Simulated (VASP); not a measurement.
# Os (P6_3/mmc) in VASP: further runs

Runs on Os. Level: LDA. Tasks: single point, relaxation of cell and atoms.

Program: VASP 6.6.1. These are calculated values, not measurements. Logs are shortened: lines on timing, memory, paths and dates and some standing lists are left out, and cuts for length are marked.

## (1) The cell of the first run

Symmetry: P6_3/mmc, No. 194, hexagonal system. The conventional cell has a = 2.712 Å, b = 2.712 Å, c = 4.281 Å, α = 90.00°, β = 90.00°, γ = 120.00°. Os (site symmetry -6m2) has 12 Os at 2.65 to 2.71 Å within 3.5 Å.

## (2) Single point, LDA

The input, INCAR:

```
  PREC = Accurate
  ENCUT = 520
  EDIFF = 1E-7
  ISMEAR = -1
  SIGMA = 0.05
  LREAL = F
  LASPH = T
  NELM = 60
  ALGO = Normal
  ISIF = 2
  LWAVE = F
  LCHARG = F
  GGA = CA
  NBANDS = 15
```

The input, KPOINTS:

```
regular mesh
0
Gamma
  20 20 12
```

The input, POSCAR:

```
Os
1.0
    2.7123668577      0.0000000000      0.0000000000
   -1.3561834289      2.3489786032      0.0000000000
    0.0000000000      0.0000000000      4.2812150719
Os
2
Direct
    0.3333333333      0.6666666667      0.2500000000
    0.6666666667      0.3333333333      0.7500000000
```

Potentials or basis: VASP PAW LDA potentials, release 64 (Os).

The run is started by

```bash
$ cat potpaw_LDA.64/Os/POTCAR > POTCAR
$ mpirun -np 1 vasp_std > vasp.out
```

OUTCAR:

```text
PREC = Accurate
   ENCUT = 520
   EDIFF = 1E-7
   ISMEAR = -1
   LREAL = F
   LASPH = T
   NELM = 60
   ISIF = 2
   GGA = CA

 ion  position               nearest neighbor table
   1  0.333  0.667  0.250-   2 2.65   2 2.65   2 2.65   2 2.65   2 2.65   2 2.65
   2  0.667  0.333  0.750-   1 2.65   1 2.65   1 2.65   1 2.65   1 2.65   1 2.65

  LATTYP: Found a hexagonal cell.
 ALAT       =     2.7123668577
 C/A-ratio  =     1.5784056127

  Lattice vectors:

 A1 = (   2.7123668577,   0.0000000000,   0.0000000000)
 A2 = (  -1.3561834289,   2.3489786032,   0.0000000000)
 A3 = (   0.0000000000,   0.0000000000,   4.2812150719)

Analysis of symmetry for initial positions (statically):
=====================================================================
 Subroutine PRICEL returns:
 Original cell was already a primitive cell.

 Routine SETGRP: Setting up the symmetry group for a
 hexagonal supercell.

 Subroutine GETGRP returns: Found 24 space group operations
 (whereof 12 operations were pure point group operations)
 out of a pool of 24 trial point group operations.

The static configuration has the point symmetry D_3d.
 The point group associated with its full space group is D_6h.

Analysis of symmetry for dynamics (positions and initial velocities):
=====================================================================
 Subroutine PRICEL returns:
 Original cell was already a primitive cell.

 Routine SETGRP: Setting up the symmetry group for a
 hexagonal supercell.

 Subroutine GETGRP returns: Found 24 space group operations
 (whereof 12 operations were pure point group operations)
 out of a pool of 24 trial point group operations.

The dynamic configuration has the point symmetry D_3d.
 The point group associated with its full space group is D_6h.

 Subroutine INISYM returns: Found 24 space group operations
 (whereof 12 operations are pure point group operations),
 and found     1 'primitive' translations

----------------------------------------------------------------------------------------

                                     Primitive cell

  volume of cell :      27.2769

  direct lattice vectors                    reciprocal lattice vectors
     2.712366858  0.000000000  0.000000000     0.368681691  0.212858474  0.000000000
    -1.356183429  2.348978603  0.000000000     0.000000000  0.425716947  0.000000000
     0.000000000  0.000000000  4.281215072     0.000000000  0.000000000  0.233578548

  length of vectors
     2.712366858  2.712366858  4.281215072     0.425716947  0.425716947  0.233578548

  position of ions in fractional coordinates (direct lattice)
     0.333333333  0.666666667  0.250000000
     0.666666667  0.333333333  0.750000000

  ion indices of the primitive-cell ions
   primitive index   ion index
                 1           1
                 2           2

----------------------------------------------------------------------------------------

 KPOINTS: regular mesh

Automatic generation of k-mesh.
 Grid dimensions read from file:
 generate k-points for:   20   20   12

 Generating k-lattice:

  Cartesian coordinates                     Fractional coordinates (reciprocal lattice)
     0.018434085  0.010642924  0.000000000     0.050000000  0.000000000  0.000000000
     0.000000000  0.021285847  0.000000000     0.000000000  0.050000000  0.000000000
     0.000000000  0.000000000  0.019464879     0.000000000  0.000000000  0.083333333

  Length of vectors
     0.021285847  0.021285847  0.019464879

  Shift w.r.t. Gamma in fractional coordinates (k-lattice)
     0.000000000  0.000000000  0.000000000

 Subroutine IBZKPT returns following result:
 ===========================================

 Found    308 irreducible k-points:

 Following reciprocal coordinates:
            Coordinates               Weight
  0.000000  0.000000  0.000000      1.000000
  0.050000  0.000000  0.000000      6.000000
  0.100000 -0.000000  0.000000      6.000000
  0.150000  0.000000  0.000000      6.000000
  0.200000 -0.000000  0.000000      6.000000
  0.250000  0.000000  0.000000      6.000000
[... 16 lines left out ...]
  0.200000  0.100000  0.000000     12.000000
  0.250000  0.100000  0.000000     12.000000
 [... further k-points ...]
   k-points           NKPTS =    308   k-points in BZ     NKDIM =    308   number of bands    NBANDS=     15
   number of dos      NEDOS =    301   number of ions     NIONS =      2
   total plane-waves  NPLWV =  12800
   dimension x,y,z NGX =    20 NGY =   20 NGZ =   32
   dimension x,y,z NGXF=    40 NGYF=   40 NGZF=   64
   ions per type =               2
   NGX,Y,Z   is equivalent  to a cutoff of  12.26, 12.26, 12.43 a.u.
   NGXF,Y,Z  is equivalent  to a cutoff of  24.52, 24.52, 24.85 a.u.
 SYSTEM =  unknown system
   PREC   = accura    normal or accurate (medium, high low for compatibility)
   ISTART =      0    job   : 0-new  1-cont  2-samecut
   ICHARG =      2    charge: 1-file 2-atom 10-const
   ISPIN  =      1    spin polarized calculation?
   LNONCOLLINEAR =      F non collinear calculations
   LSORBIT =      F    spin-orbit coupling
   LASPH  =      T    aspherical Exc in radial PAW
   ENCUT  =  520.0 eV  38.22 Ry    6.18 a.u.   5.04  5.04  7.96*2*pi/ulx,y,z
   NELM   =     60;   NELMIN=  2; NELMDL= -5     # of ELM steps
   EDIFF  = 0.1E-06   stopping-criterion for ELM
   LREAL  =      F    real-space projection
   EDIFFG = 0.1E-05   stopping-criterion for IOM
   NSW    =      0    number of steps for IOM
   IBRION =     -1    ionic relax: 0-MD 1-quasi-New 2-CG
   NFREE  =      0    steps in history (QN), initial steepest desc. (CG)
   ISIF   =      2    stress and relaxation
   ISYM   =      2    0-nonsym 1-usesym 2-fastsym
   POTIM  = 0.5000    time-step for ionic-motion
   TEBEG  =    0.0;   TEEND  =   0.0 temperature during run
   PSTRESS=    0.0 pullay stress
   NELECT =      16.0000    total number of electrons
   NUPDOWN=      -1.0000    fix difference up-down
   EMIN   =  10.00;   EMAX   =-10.00  energy-range for DOS
   EFERMI =   0.00;   METHOD = LEGACY
   ISMEAR =    -1;   SIGMA  =   0.05  broadening in eV -4-tet -1-fermi 0-gaus
   EFERMI_NEDOS =   21; number of points for ismear=-14 and -15
   IALGO  =     38    algorithm
   IMIX   =      4    mixing-type and parameters
     AMIX     =   0.40;   BMIX     =  1.00
     AMIX_MAG =   1.60;   BMIX_MAG =  1.00
  volume/ion in A,a.u.               =      13.64        92.04
  Fermi-wavevector in a.u.,A,eV,Ry     =   1.370408  2.589696 25.551998  1.878019
  Thomas-Fermi vector in A             =   2.496197
   LORBIT       =      0    0 simple, 1 ext, 2 COOP (PROOUT), +10 PAW based schemes
   GGA     = CA    functional components
   LHFCALC =     F    Hartree Fock is set to
   AEXX    =    0.0000 exact exchange contribution
   IVDW    =     0    specifies the selected vdW correction
   LEPSILON=     F    determine dielectric tensor
   LRPA    =     F    only Hartree local field effects (RPA)
 non-spin polarized calculation
  energy-cutoff  :      520.00
  volume of cell :       27.28
 maximum number of plane-waves:       752
   NGX = 11   NGY = 11   NGZ = 15

 number of electron      15.9999998 magnetization

 Free energy of the ion-electron system (eV)
  ---------------------------------------------------
  ext. energy  EPLUGINS =         0.00000000
  ---------------------------------------------------
  free energy    TOTEN  =       -25.31269312 eV

  energy without entropy =      -25.30491753  energy(sigma->0) =      -25.30880533

 E-fermi :   9.8198     XC(G=0): -14.3236

 val. band max:        9.8120516244   @ k =   0.1500   0.0000   0.3333
 cond. band min:       9.8210551699   @ k =   0.4000   0.1500   0.3333
 fundamental gap:      0.0090035455
 Fermi energy:         9.8198189100

 k-point     1 :       0.0000    0.0000    0.0000
  band No.  band energies     occupation
      1      -1.3097      2.00000
      2       1.7777      2.00000
      3       6.5941      2.00000
      4       6.5941      2.00000
      5       6.8701      2.00000
      6       7.4716      2.00000
      7       7.4716      2.00000
      8       8.1443      2.00000
      9       8.1443      2.00000
     10       9.9495      0.13920
     11      11.5261      0.00000
     12      11.5261      0.00000
     13      19.1808      0.00000
     14      23.8885      0.00000
     15      26.6449      0.00000

 k-point     2 :       0.0500    0.0000    0.0000
  band No.  band energies     occupation
      1      -1.2047      2.00000
      2       1.8713      2.00000
      3       6.3405      2.00000
      4       6.6866      2.00000
      5       7.0951      2.00000
      6       7.4071      2.00000
      7       7.5581      2.00000
      8       8.0220      2.00000
      9       8.0675      2.00000
     10       9.3775      1.99971
     11      11.5809      0.00000
     12      12.2468      0.00000
     13      19.1758      0.00000
     14      24.1099      0.00000
     15      26.7834      0.00000

 k-point     3 :       0.1000   -0.0000    0.0000
  band No.  band energies     occupation
      1      -0.8972      2.00000
      2       2.1368      2.00000
      3       5.9542      2.00000
      4       6.9613      2.00000
      5       7.2019      2.00000
      6       7.4572      2.00000
      7       7.5494      2.00000
      8       7.8147      2.00000
      9       7.8599      2.00000
     10       8.6899      2.00000
     11      11.7241      0.00000
     12      13.4916      0.00000
     13      19.1451      0.00000
     14      24.7297      0.00000
     15      27.1597      0.00000
[... 343 lines left out ...]
 k-point    23 :       0.2000    0.1000    0.0000
  band No.  band energies     occupation
      1       1.1773      2.00000
      2       3.3789      2.00000
      3       4.8782      2.00000
      4       4.9418      2.00000
      5       6.5674      2.00000
      6       6.6565      2.00000
      7       7.9428      2.00000
      8       8.6923      2.00000
      9       9.1837      1.99999
     10      10.0736      0.01243
     11      12.1796      0.00000
     12      18.1095      0.00000
     13      18.6926      0.00000
     14      24.1479      0.00000
     15      25.4670      0.00000

 k-point    24 :       0.2500    0.1000    0.0000
  band No.  band energies     occupation
      1       1.8462      2.00000
      2       3.2996      2.00000
      3       4.3109      2.00000
      4       5.0811      2.00000
      5       6.3519      2.00000
      6       6.8064      2.00000
      7       7.6892      2.00000
      8       9.2923      1.99995
      9      10.0222      0.03430
     10      10.9664      0.00000
     11      12.2786      0.00000
     12      18.5833      0.00000
     13      19.4031      0.00000
     14      22.2451      0.00000
     15      24.1454      0.00000

 [... further k-points ...]

------------------------ aborting loop because EDIFF is reached ----------------------------------------

  FORCE on cell =-STRESS in cart. coord.  units (eV):
  Direction    XX          YY          ZZ          XY          YZ          ZX
  --------------------------------------------------------------------------------------
  -------------------------------------------------------------------------------------
  Total        0.5184877      0.5184877      0.4957423     -0.0000000     -0.0000000      0.0000000
  in kB       30.4547109     30.4547109     29.1187022     -0.0000000     -0.0000000      0.0000000
  external PRESSURE =      30.0093747 kB  Pullay stress =       0.0000000 kB

 VOLUME and BASIS-vectors are now :
 -----------------------------------------------------------------------------
  energy-cutoff  :      520.00
  volume of cell :       27.28
      direct lattice vectors                 reciprocal lattice vectors
     2.712366858  0.000000000  0.000000000     0.368681691  0.212858474  0.000000000
    -1.356183429  2.348978603  0.000000000     0.000000000  0.425716947  0.000000000
     0.000000000  0.000000000  4.281215072     0.000000000  0.000000000  0.233578548

 POSITION                                       TOTAL-FORCE (eV/Angst)
 -----------------------------------------------------------------------------------
     -0.00000      1.56599      1.07030        -0.000000      0.000000      0.000000
      1.35618      0.78299      3.21091         0.000000     -0.000000      0.000000
 -----------------------------------------------------------------------------------
    total drift:                               -0.000000      0.000000     -0.000000

  FREE ENERGIE OF THE ION-ELECTRON SYSTEM (eV)
  ---------------------------------------------------
  free  energy   TOTEN  =       -25.3126931234 eV

  energy  without entropy=      -25.3049175338  energy(sigma->0) =      -25.30880533
```

It took 57 s on 1 thread of Intel Xeon Platinum 8488C (Sapphire Rapids), shared host; peak memory 0.21 GiB.

What came out:

```yaml
Free_energy: -25.3127 eV
Pressure: 3.0 GPa
Band_gap_on_the_k_mesh: zero (bands 8 and 9 overlap by 4.11 eV)
```

Stress tensor (GPa, compression positive):
```
3.05 0.00 0.00
0.00 3.05 0.00
0.00 0.00 2.91
```

Caveat: the cell stands under pressure; spin-orbit coupling is left out, which moves the levels of the heavy elements.

[end of part 1 of 2]
